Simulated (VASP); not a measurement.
Input of a VASP 6.6.1 run:

The input INCAR:

```
SYSTEM = SiO2
PREC     = Accurate       ! precision mode
ENCUT    = 520            ! plane-wave cutoff, eV
EDIFF    = 1E-6           ! SCF threshold, eV
ISMEAR   = -1             ! smearing method
SIGMA    = 0.05           ! smearing width, eV
LREAL    = .FALSE.        ! projectors in reciprocal space
LASPH    = .TRUE.         ! aspherical terms in the spheres
NELM     = 100            ! most SCF steps
ALGO     = Normal         ! electronic algorithm
ISIF     = 2              ! what is computed and relaxed
LWAVE    = .FALSE.        ! write WAVECAR
LCHARG   = .FALSE.        ! write CHGCAR
GGA      = PE             ! functional
NBANDS   = 44             ! bands
```

Contents of KPOINTS:

```
regular mesh
0
G
  7 7 7
  0 0 0
```

Contents of POSCAR:

```
SiO2
1.0
    0.0000000000      4.7162571100      7.3627753715
    2.3595806657      0.0000000000      7.3627753715
    2.3595806657      4.7162571100      0.0000000000
Si O
4 8
Direct
    0.9367689200      0.9367689200      0.5632310800
    0.6867689200      0.6867689200      0.3132310800
    0.3132310800      0.3132310800      0.6867689200
    0.5632310800      0.5632310800      0.9367689200
    0.0634396000      0.4365604000      0.0634396000
    0.4365604000      0.0634396000      0.4365604000
    0.8134396000      0.1865604000      0.8134396000
    0.1865604000      0.8134396000      0.1865604000
    0.1250000000      0.6250000000      0.6250000000
    0.6250000000      0.6250000000      0.6250000000
    0.6250000000      0.6250000000      0.1250000000
    0.6250000000      0.1250000000      0.6250000000
```

Potentials or basis: VASP PAW PBE potentials, release 64 (Si, O).

Run with:

```console
$ cat potpaw_PBE.64/Si/POTCAR potpaw_PBE.64/O/POTCAR > POTCAR
$ mpirun -np 1 vasp_std > vasp.out
```

Estimate the largest force.

0.367 eV/Å.

What does it give for the band gap on the k mesh?

5.78 eV.

Predict the pressure.

5.1 GPa.

Forces on the atoms (eV/Å):
```
Si   0.000  0.000  0.032
Si   0.000  0.000  0.032
Si   0.000  0.000 -0.032
Si   0.000  0.000 -0.032
O    0.000  0.367  0.000
O    0.000 -0.367  0.000
O    0.000  0.367  0.000
O    0.000 -0.367  0.000
O    0.000  0.000  0.000
O    0.000  0.000  0.000
O    0.000  0.000  0.000
O    0.000  0.000  0.000
```

Caveat: the cell stands under pressure; an odd mesh through Γ misses points on the zone boundary, where band edges can lie.
